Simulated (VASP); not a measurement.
# HgTe (Fm-3m) in VASP: a series of runs

HgTe is run at these levels: PBEsol; tasks: single point, relaxation of cell and atoms.

Program: VASP 6.6.1. These are calculated values, not measurements. Logs are shortened: lines on timing, memory, paths and dates and some standing lists are left out, and cuts for length are marked.

### 1 The cell of the first run

The structure is cubic, space group Fm-3m (No. 225). Conventional cell: a = 6.006 Å, b = 6.006 Å, c = 6.006 Å, α = 90.00°, β = 90.00°, γ = 90.00°. Hg (site symmetry m-3m) has 6 Te at 3.00 Å within 4.0 Å. Te (site symmetry m-3m) has 6 Hg at 3.00 Å within 4.0 Å.

### 2 Single point, PBEsol

File INCAR:

```
  PREC = Accurate
  ENCUT = 520
  EDIFF = 1E-7
  ISMEAR = 0
  SIGMA = 0.1
  LREAL = F
  LASPH = T
  NELM = 80
  ALGO = Normal
  ISIF = 2
  LWAVE = F
  LCHARG = T
  GGA = PS
  LELF = T
  LVHAR = T
  NBANDS = 16
```

File KPOINTS:

```
Automatic mesh
0
Gamma
  12 12 12
```

File POSCAR:

```
HgTe
1.0
    0.0000000000      3.0031502612      3.0031502612
    3.0031502612      0.0000000000      3.0031502612
    3.0031502612      3.0031502612      0.0000000000
Hg Te
1 1
Direct
    0.0000000000      0.0000000000      0.0000000000
    0.5000000000      0.5000000000      0.5000000000
```

Potentials or basis: VASP PAW PBE potentials, release 64 (Hg, Te).

On the command line:

```sh
> cat potpaw_PBE.64/Hg/POTCAR potpaw_PBE.64/Te/POTCAR > POTCAR
> mpirun -np 1 vasp_std > vasp.out
```

OUTCAR:

```text
PREC = Accurate
   ENCUT = 520
   EDIFF = 1E-7
   ISMEAR = 0
   LREAL = F
   LASPH = T
   NELM = 80
   ISIF = 2
   GGA = PS

 ion  position               nearest neighbor table
   1  0.000  0.000  0.000-   2 3.00   2 3.00   2 3.00   2 3.00   2 3.00   2 3.00
   2  0.500  0.500  0.500-   1 3.00   1 3.00   1 3.00   1 3.00   1 3.00   1 3.00

  LATTYP: Found a face centered cubic cell.
 ALAT       =     6.0063005224

  Lattice vectors:

 A1 = (   0.0000000000,   3.0031502612,   3.0031502612)
 A2 = (   3.0031502612,   0.0000000000,   3.0031502612)
 A3 = (   3.0031502612,   3.0031502612,   0.0000000000)

Analysis of symmetry for initial positions (statically):
=====================================================================
 Subroutine PRICEL returns:
 Original cell was already a primitive cell.

 Routine SETGRP: Setting up the symmetry group for a
 face centered cubic supercell.

 Subroutine GETGRP returns: Found 48 space group operations
 (whereof 48 operations were pure point group operations)
 out of a pool of 48 trial point group operations.

The static configuration has the point symmetry O_h .

Analysis of symmetry for dynamics (positions and initial velocities):
=====================================================================
 Subroutine PRICEL returns:
 Original cell was already a primitive cell.

 Routine SETGRP: Setting up the symmetry group for a
 face centered cubic supercell.

 Subroutine GETGRP returns: Found 48 space group operations
 (whereof 48 operations were pure point group operations)
 out of a pool of 48 trial point group operations.

The dynamic configuration has the point symmetry O_h .

 Subroutine INISYM returns: Found 48 space group operations
 (whereof 48 operations are pure point group operations),
 and found     1 'primitive' translations

----------------------------------------------------------------------------------------

                                     Primitive cell

  volume of cell :      54.1703

  direct lattice vectors                    reciprocal lattice vectors
     0.000000000  3.003150261  3.003150261    -0.166491836  0.166491836  0.166491836
     3.003150261  0.000000000  3.003150261     0.166491836 -0.166491836  0.166491836
     3.003150261  3.003150261  0.000000000     0.166491836  0.166491836 -0.166491836

  length of vectors
     4.247095829  4.247095829  4.247095829     0.288372319  0.288372319  0.288372319

  position of ions in fractional coordinates (direct lattice)
     0.000000000  0.000000000  0.000000000
     0.500000000  0.500000000  0.500000000

  ion indices of the primitive-cell ions
   primitive index   ion index
                 1           1
                 2           2

----------------------------------------------------------------------------------------

 KPOINTS: Automatic mesh

Automatic generation of k-mesh.
 Grid dimensions read from file:
 generate k-points for:   12   12   12

 Generating k-lattice:

  Cartesian coordinates                     Fractional coordinates (reciprocal lattice)
    -0.013874320  0.013874320  0.013874320     0.083333333  0.000000000  0.000000000
     0.013874320 -0.013874320  0.013874320     0.000000000  0.083333333  0.000000000
     0.013874320  0.013874320 -0.013874320     0.000000000  0.000000000  0.083333333

  Length of vectors
     0.024031027  0.024031027  0.024031027

  Shift w.r.t. Gamma in fractional coordinates (k-lattice)
     0.000000000  0.000000000  0.000000000

 Subroutine IBZKPT returns following result:
 ===========================================

 Found     72 irreducible k-points:

 Following reciprocal coordinates:
            Coordinates               Weight
  0.000000  0.000000  0.000000      1.000000
  0.083333  0.000000  0.000000      8.000000
  0.166667  0.000000  0.000000      8.000000
  0.250000  0.000000  0.000000      8.000000
  0.333333  0.000000  0.000000      8.000000
  0.416667  0.000000  0.000000      8.000000
[... 16 lines left out ...]
  0.500000  0.166667  0.000000     24.000000
 -0.416667  0.166667  0.000000     24.000000
 [... further k-points ...]
   k-points           NKPTS =     72   k-points in BZ     NKDIM =     72   number of bands    NBANDS=     16
   number of dos      NEDOS =    301   number of ions     NIONS =      2
   total plane-waves  NPLWV =  32768
   dimension x,y,z NGX =    32 NGY =   32 NGZ =   32
   dimension x,y,z NGXF=    64 NGYF=   64 NGZF=   64
   ions per type =               1   1
   NGX,Y,Z   is equivalent  to a cutoff of  12.53, 12.53, 12.53 a.u.
   NGXF,Y,Z  is equivalent  to a cutoff of  25.05, 25.05, 25.05 a.u.
 SYSTEM =  unknown system
   PREC   = accura    normal or accurate (medium, high low for compatibility)
   ISTART =      0    job   : 0-new  1-cont  2-samecut
   ICHARG =      2    charge: 1-file 2-atom 10-const
   ISPIN  =      1    spin polarized calculation?
   LNONCOLLINEAR =      F non collinear calculations
   LSORBIT =      F    spin-orbit coupling
   LASPH  =      T    aspherical Exc in radial PAW
   ENCUT  =  520.0 eV  38.22 Ry    6.18 a.u.   7.90  7.90  7.90*2*pi/ulx,y,z
   NELM   =     80;   NELMIN=  2; NELMDL= -5     # of ELM steps
   EDIFF  = 0.1E-06   stopping-criterion for ELM
   LREAL  =      F    real-space projection
   EDIFFG = 0.1E-05   stopping-criterion for IOM
   NSW    =      0    number of steps for IOM
   IBRION =     -1    ionic relax: 0-MD 1-quasi-New 2-CG
   NFREE  =      0    steps in history (QN), initial steepest desc. (CG)
   ISIF   =      2    stress and relaxation
   ISYM   =      2    0-nonsym 1-usesym 2-fastsym
   POTIM  = 0.5000    time-step for ionic-motion
   TEBEG  =    0.0;   TEEND  =   0.0 temperature during run
   PSTRESS=    0.0 pullay stress
   NELECT =      18.0000    total number of electrons
   NUPDOWN=      -1.0000    fix difference up-down
   EMIN   =  10.00;   EMAX   =-10.00  energy-range for DOS
   EFERMI =   0.00;   METHOD = LEGACY
   ISMEAR =     0;   SIGMA  =   0.10  broadening in eV -4-tet -1-fermi 0-gaus
   EFERMI_NEDOS =   21; number of points for ismear=-14 and -15
   IALGO  =     38    algorithm
   IMIX   =      4    mixing-type and parameters
     AMIX     =   0.40;   BMIX     =  1.00
     AMIX_MAG =   1.60;   BMIX_MAG =  1.00
  volume/ion in A,a.u.               =      27.09       182.78
  Fermi-wavevector in a.u.,A,eV,Ry     =   1.133910  2.142779 17.493718  1.285752
  Thomas-Fermi vector in A             =   2.270613
   LORBIT       =      0    0 simple, 1 ext, 2 COOP (PROOUT), +10 PAW based schemes
   GGA     = PS    functional components
   LHFCALC =     F    Hartree Fock is set to
   AEXX    =    0.0000 exact exchange contribution
   IVDW    =     0    specifies the selected vdW correction
   LEPSILON=     F    determine dielectric tensor
   LRPA    =     F    only Hartree local field effects (RPA)
 non-spin polarized calculation
 Gauss-broadening in eV      SIGMA  =   0.10
  energy-cutoff  :      520.00
  volume of cell :       54.17
 maximum number of plane-waves:      1477
   NGX = 15   NGY = 15   NGZ = 15

 number of electron      18.0000000 magnetization

 Free energy of the ion-electron system (eV)
  ---------------------------------------------------
  ext. energy  EPLUGINS =         0.00000000
  ---------------------------------------------------
  free energy    TOTEN  =        -4.20437654 eV

  energy without entropy =       -4.19865005  energy(sigma->0) =       -4.20151330

 E-fermi :   4.7338     XC(G=0): -10.2650

 val. band max:        4.6764162544   @ k =  -0.1667   0.2500   0.0833
 cond. band min:       4.7626772583   @ k =   0.4167   0.2500   0.0000
 fundamental gap:      0.0862610039
 Fermi energy:         4.7337706980

 k-point     1 :       0.0000    0.0000    0.0000
  band No.  band energies     occupation
      1      -7.6268      2.00000
      2      -2.0965      2.00000
      3      -2.0965      2.00000
      4      -2.0334      2.00000
      5      -2.0334      2.00000
      6      -2.0334      2.00000
[... 8 lines left out ...]
     15      12.6019      0.00000
     16      12.6019      0.00000

 k-point     2 :       0.0833    0.0000    0.0000
  band No.  band energies     occupation
      1      -7.5607      2.00000
      2      -2.1222      2.00000
      3      -2.1222      2.00000
      4      -2.0430      2.00000
      5      -2.0238      2.00000
      6      -2.0238      2.00000
[... 8 lines left out ...]
     15      12.7326      0.00000
     16      12.7326      0.00000

 k-point     3 :       0.1667    0.0000    0.0000
  band No.  band energies     occupation
      1      -7.3680      2.00000
      2      -2.1971      2.00000
      3      -2.1971      2.00000
      4      -2.0768      2.00000
      5      -1.9905      2.00000
      6      -1.9905      2.00000
[... 8 lines left out ...]
     15      13.0769      0.00000
     16      13.0769      0.00000

 k-point     4 :       0.2500    0.0000    0.0000
  band No.  band energies     occupation
      1      -7.0695      2.00000
      2      -2.2973      2.00000
      3      -2.2973      2.00000
      4      -2.1542      2.00000
      5      -1.9417      2.00000
      6      -1.9417      2.00000
[... 8 lines left out ...]
     15      13.6372      0.00000
     16      13.6372      0.00000
[... 324 lines left out ...]
 k-point    22 :       0.4167    0.1667    0.0000
  band No.  band energies     occupation
      1      -6.5392      2.00000
      2      -2.4493      2.00000
      3      -2.2895      2.00000
      4      -2.2035      2.00000
      5      -1.8791      2.00000
      6      -1.8384      2.00000
[... 8 lines left out ...]
     15      15.7680      0.00000
     16      16.0797      0.00000

 k-point    23 :       0.5000    0.1667    0.0000
  band No.  band energies     occupation
      1      -6.3202      2.00000
      2      -2.4356      2.00000
      3      -2.3761      2.00000
      4      -2.2831      2.00000
      5      -1.8378      2.00000
      6      -1.8242      2.00000
[... 8 lines left out ...]
     15      15.9779      0.00000
     16      16.3766      0.00000

 k-point    24 :      -0.4167    0.1667    0.0000
  band No.  band energies     occupation
      1      -6.2727      2.00000
      2      -2.5047      2.00000
      3      -2.4315      2.00000
      4      -2.2384      2.00000
      5      -1.8384      2.00000
      6      -1.8131      2.00000
[... 8 lines left out ...]
     15      15.0027      0.00000
     16      15.5498      0.00000

 [... further k-points ...]

------------------------ aborting loop because EDIFF is reached ----------------------------------------

  FORCE on cell =-STRESS in cart. coord.  units (eV):
  Direction    XX          YY          ZZ          XY          YZ          ZX
  --------------------------------------------------------------------------------------
  -------------------------------------------------------------------------------------
  Total        0.0630912      0.0630912      0.0630912     -0.0000000      0.0000000      0.0000000
  in kB        1.8660268      1.8660268      1.8660268     -0.0000000      0.0000000      0.0000000
  external PRESSURE =       1.8660268 kB  Pullay stress =       0.0000000 kB

 VOLUME and BASIS-vectors are now :
 -----------------------------------------------------------------------------
  energy-cutoff  :      520.00
  volume of cell :       54.17
      direct lattice vectors                 reciprocal lattice vectors
     0.000000000  3.003150261  3.003150261    -0.166491836  0.166491836  0.166491836
     3.003150261  0.000000000  3.003150261     0.166491836 -0.166491836  0.166491836
     3.003150261  3.003150261  0.000000000     0.166491836  0.166491836 -0.166491836

 POSITION                                       TOTAL-FORCE (eV/Angst)
 -----------------------------------------------------------------------------------
      0.00000      0.00000      0.00000        -0.000000     -0.000000     -0.000000
      3.00315      3.00315      3.00315         0.000000      0.000000      0.000000
 -----------------------------------------------------------------------------------
    total drift:                                0.000000     -0.000000     -0.000000

  FREE ENERGIE OF THE ION-ELECTRON SYSTEM (eV)
  ---------------------------------------------------
  free  energy   TOTEN  =        -4.2043765435 eV

  energy  without entropy=       -4.1986500483  energy(sigma->0) =       -4.20151330
```

It took 75 s on 1 thread of Intel Xeon 8259CL, shared host; peak memory 0.22 GiB.

What came out:

| Quantity | Value |
| --- | --- |
| Free energy | -4.2044 eV |
| Pressure | 0.2 GPa |
| Band gap on the k mesh | zero (bands 9 and 10 overlap by 2.80 eV) |

Levels at points of the mesh, in eV from the Fermi level:
```
           k point  band 5  band 6  band 7  band 8  band 9  band 10  band 11  band 12  band 13  band 14
(0.00, 0.00, 0.00)   -6.77   -6.77   -0.79   -0.73   -0.73    -0.73     7.66     7.66     7.66     7.87
(0.50, 0.00, 0.00)   -6.57   -6.57   -5.68    0.37    0.37     2.52     3.88     3.88     3.92    10.45
(0.50, 0.50, 0.00)   -6.49   -5.83   -4.58   -2.83   -2.43    -2.43     4.73     9.41     9.41     9.93
```

Caveat: the PAW data sets were made with another functional, which shifts forces and pressure a little; spin-orbit coupling is left out, which moves the levels of the heavy elements.

### 3 Single point, PBEsol

File INCAR:

```
SYSTEM = HgTe
PREC = Accurate ; ENCUT = 520
EDIFF = 1E-7 ; ISMEAR = 0
SIGMA = 0.15 ; LREAL = .FALSE.
LASPH = .TRUE. ; NELM = 80
ALGO = Normal ; ISIF = 2
LWAVE = .FALSE. ; LCHARG = .FALSE.
GGA = PS ; NBANDS = 16
```

File KPOINTS:

```
Automatic mesh
0
G
  18 18 18
  0 0 0
```

POSCAR is that of step 2.

Potentials or basis: VASP PAW PBE potentials, release 64 (Hg, Te).

On the command line:

```sh
> cat potpaw_PBE.64/Hg/POTCAR potpaw_PBE.64/Te/POTCAR > POTCAR
> mpirun -np 1 vasp_std > vasp.out
```

OUTCAR:

```text
SYSTEM = HgTe
   PREC = Accurate
   ENCUT = 520
   EDIFF = 1E-7
   ISMEAR = 0
   LREAL = .FALSE.
   LASPH = .TRUE.
   NELM = 80
   ISIF = 2
   GGA = PS

 ion  position               nearest neighbor table
   1  0.000  0.000  0.000-   2 3.00   2 3.00   2 3.00   2 3.00   2 3.00   2 3.00
   2  0.500  0.500  0.500-   1 3.00   1 3.00   1 3.00   1 3.00   1 3.00   1 3.00

  LATTYP: Found a face centered cubic cell.
 ALAT       =     6.0063005224

  Lattice vectors:

 A1 = (   0.0000000000,   3.0031502612,   3.0031502612)
 A2 = (   3.0031502612,   0.0000000000,   3.0031502612)
[... 642 lines left out ...]

  FORCE on cell =-STRESS in cart. coord.  units (eV):
  Direction    XX          YY          ZZ          XY          YZ          ZX
  --------------------------------------------------------------------------------------
  -------------------------------------------------------------------------------------
  Total        0.0552960      0.0552960      0.0552960      0.0000000     -0.0000000      0.0000000
  in kB        1.6354723      1.6354723      1.6354723      0.0000000     -0.0000000      0.0000000
  external PRESSURE =       1.6354723 kB  Pullay stress =       0.0000000 kB

 VOLUME and BASIS-vectors are now :
 -----------------------------------------------------------------------------
  energy-cutoff  :      520.00
  volume of cell :       54.17
      direct lattice vectors                 reciprocal lattice vectors
     0.000000000  3.003150261  3.003150261    -0.166491836  0.166491836  0.166491836
     3.003150261  0.000000000  3.003150261     0.166491836 -0.166491836  0.166491836
     3.003150261  3.003150261  0.000000000     0.166491836  0.166491836 -0.166491836

 POSITION                                       TOTAL-FORCE (eV/Angst)
 -----------------------------------------------------------------------------------
      0.00000      0.00000      0.00000        -0.000000      0.000000      0.000000
      3.00315      3.00315      3.00315         0.000000     -0.000000     -0.000000
 -----------------------------------------------------------------------------------
    total drift:                                0.000000     -0.000000     -0.000000

  FREE ENERGIE OF THE ION-ELECTRON SYSTEM (eV)
  ---------------------------------------------------
  free  energy   TOTEN  =        -4.2125487074 eV

  energy  without entropy=       -4.1990680946  energy(sigma->0) =       -4.20580840
```

OSZICAR:

```text
N       E                     dE             d eps       ncg     rms          rms(c)
DAV:   1     0.104586112886E+03    0.10459E+03   -0.83341E+03  6304   0.100E+03
DAV:   2    -0.109025780119E+01   -0.10568E+03   -0.98208E+02  7248   0.232E+02
DAV:   3    -0.441835972419E+01   -0.33281E+01   -0.33160E+01  7672   0.425E+01
DAV:   4    -0.444122690328E+01   -0.22867E-01   -0.22865E-01  8136   0.335E+00
DAV:   5    -0.444153419798E+01   -0.30729E-03   -0.30729E-03  8016   0.331E-01    0.816E+00
DAV:   6    -0.422129917266E+01    0.22024E+00   -0.45255E-01  7656   0.901E+00    0.631E+00
DAV:   7    -0.421448372480E+01    0.68154E-02   -0.70096E-02  7208   0.184E+00    0.227E+00
DAV:   8    -0.421275313588E+01    0.17306E-02   -0.63063E-03  6992   0.918E-01    0.516E-01
DAV:   9    -0.421253995390E+01    0.21318E-03   -0.46794E-04  8384   0.235E-01    0.517E-02
DAV:  10    -0.421254632552E+01   -0.63716E-05   -0.46571E-05  7336   0.606E-02    0.334E-02
DAV:  11    -0.421254888307E+01   -0.25575E-05   -0.48844E-06  8088   0.155E-02    0.120E-02
DAV:  12    -0.421254874317E+01    0.13991E-06   -0.68066E-07  6968   0.586E-03    0.497E-03
DAV:  13    -0.421254870743E+01    0.35737E-07   -0.58946E-08  4576   0.199E-03
   1 F= -.42125487E+01 E0= -.42058084E+01  d E =-.134806E-01
```

It took 2.8 min on 1 thread of Intel Xeon 8259CL, shared host; peak memory 0.31 GiB.

What came out:

| Quantity | Value |
| --- | --- |
| Free energy | -4.2125 eV |
| Pressure | 0.2 GPa |
| Band gap on the k mesh | zero (bands 9 and 10 overlap by 2.80 eV) |

Caveat: the PAW data sets were made with another functional, which shifts forces and pressure a little; spin-orbit coupling is left out, which moves the levels of the heavy elements.

[end of part 1 of 2]

The gap in the log of VASP goes by the Fermi energy; the results here count the filled bands.